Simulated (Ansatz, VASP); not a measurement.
## One calculation of GeSb2Te4, two programs

The input INCAR:

```
SYSTEM = GeSb2Te4
ALGO = Normal
EDIFF = 1E-6
ENCUT = 520
GGA = PS
ISIF = 2
ISMEAR = 0
LASPH = .TRUE.
LCHARG = .TRUE.
LELF = .TRUE.
LREAL = .FALSE.
LVHAR = .TRUE.
LWAVE = .FALSE.
NBANDS = 33
NELM = 100
PREC = Accurate
SIGMA = 0.1
```

The input KPOINTS:

```
k-points
0
G
  8 8 8
  0 0 0
```

The input POSCAR:

```
GeSb2Te4
1.0
   -3.0072357705      3.0072357705      5.9442345848
    3.0072357705     -3.0072357705      5.9442345848
    3.0072357705      3.0072357705     -5.9442345848
Ge Sb Te
1 2 4
Direct
    0.0000000000      0.0000000000      0.0000000000
    0.5000000000      0.5000000000      0.0000000000
    0.2500000000      0.7500000000      0.5000000000
    0.5064895585      0.0064895585      0.5000000000
    0.2452143521      0.2452143521      0.0000000000
    0.9935104415      0.4935104415      0.5000000000
    0.7547856479      0.7547856479      0.0000000000
```

Input for Ansatz:

```yaml
crystal:
  lattice:
    - [-3.0072357705, 3.0072357705, 5.9442345848]
    - [3.0072357705, -3.0072357705, 5.9442345848]
    - [3.0072357705, 3.0072357705, -5.9442345848]
  atoms:
    - { symbol: Ge, position: [0.0, 0.0, 0.0] }
    - { symbol: Sb, position: [0.5, 0.5, 0.0] }
    - { symbol: Sb, position: [0.25, 0.75, 0.5] }
    - { symbol: Te, position: [0.5064895585, 0.0064895585, 0.5] }
    - { symbol: Te, position: [0.2452143521, 0.2452143521, 0.0] }
    - { symbol: Te, position: [0.9935104415, 0.4935104415, 0.5] }
    - { symbol: Te, position: [0.7547856479, 0.7547856479, 0.0] }
basis: {}
kpoints:
  mp_grid: { grid: [8, 8, 8] }
hamiltonian:
  xc: pbesol
  pseudopotentials: { kind: all_electron, lapw: {} }
scf:
  occupations: { method: gaussian, width: 0.1 }
output:
  forces: true
  stress: true
  eigenvalues: true
```

Alike in both runs: task single point; functional PBEsol; k mesh 8 × 8 × 8; occupations gaussian, width 0.1 eV; no spin polarisation.

|  | VASP | Ansatz |
| --- | --- | --- |
| version | VASP 6.6.1 | Ansatz 0.2.0 |
| potentials or method | VASP PAW PBE potentials, release 64 (Ge_d, Sb, Te), cutoff 520 eV | scalar-relativistic, all-electron LAPW |

|  | VASP | Ansatz | Ansatz less VASP |
| --- | --- | --- | --- |
| gap on the k mesh at the Fermi level (eV) | none | none | - |
| pressure (GPa) | 0.0 | 0.0 | -0.04 |

VASP's potentials were made for PBE, not for PBEsol. A gap of «none» marks a metal or a gap that the smearing closes. Ansatz ran all-electron here, and VASP with PAW potentials.

Spin-orbit coupling is off throughout.
